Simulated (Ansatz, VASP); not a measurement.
One calculation of PbS, two programs

Contents of INCAR:

```
SYSTEM = PbS
PREC = Accurate
ENCUT = 520
EDIFF = 1E-8
ISMEAR = -1
SIGMA = 0.01
LREAL = .FALSE.
LASPH = .TRUE.
NELM = 80
ALGO = Normal
ISIF = 2
LWAVE = .FALSE.
LCHARG = .FALSE.
GGA = CA
LEFG = .TRUE.
NBANDS = 17
```

File KPOINTS:

```
Automatic mesh
0
G
  8 8 8
  0 0 0
```

POSCAR

```
PbS
1.0
    0.0000000000      2.9353500000      2.9650000000
    2.9353500000      0.0000000000      2.9650000000
    2.9353500000      2.9353500000      0.0000000000
Pb S
1 1
Direct
    0.0000000000      0.0000000000      0.0000000000
    0.5000000000      0.5000000000      0.5000000000
```

Input for Ansatz:

```yaml
crystal:
  lattice:
    - [0.0, 2.93535, 2.965]
    - [2.93535, 0.0, 2.965]
    - [2.93535, 2.93535, 0.0]
  atoms:
    - { symbol: Pb, position: [0.0, 0.0, 0.0] }
    - { symbol: S, position: [0.5, 0.5, 0.5] }
kpoints:
  mp_grid: { grid: [8, 8, 8] }
scf:
  occupations: { method: fermi_dirac, width: 0.01 }
hamiltonian:
  xc: lda
  pseudopotentials: { kind: all_electron, datasets: crystal }
output:
  forces: true
  stress: true
  eigenvalues: true
  efg: { contact_densities: true }
```

Change from the starting cell: equal xx and yy strain of -1 %, crystal datasets.

Alike in both runs: task electric field gradients; functional LDA; k mesh 8 × 8 × 8; occupations fermi-dirac, width 0.01 eV; no spin polarisation.

|  | VASP | Ansatz |
| --- | --- | --- |
| version | VASP 6.6.1 | Ansatz 0.2.0 |
| potentials or method | VASP PAW LDA potentials, release 64 (Pb_d, S), cutoff 520 eV | all-electron PAW with datasets made for the crystal, scalar-relativistic |

|  | VASP | Ansatz | Ansatz less VASP |
| --- | --- | --- | --- |
| pressure (GPa) | -1.3 | -1.4 | -0.05 |
| traceless stress, the component that is largest in VASP (GPa) | -0.87 | -0.87 | +0.008 |
| size of Vzz on the site where it differs most (V/Å²) | 30.4 | 33.1 | +2.63 |

LDA's correlation is that of Perdew and Zunger in VASP and of Perdew and Wang (1992) in Ansatz. Ansatz ran all-electron here, and VASP with PAW potentials.

Spin-orbit coupling is off throughout.
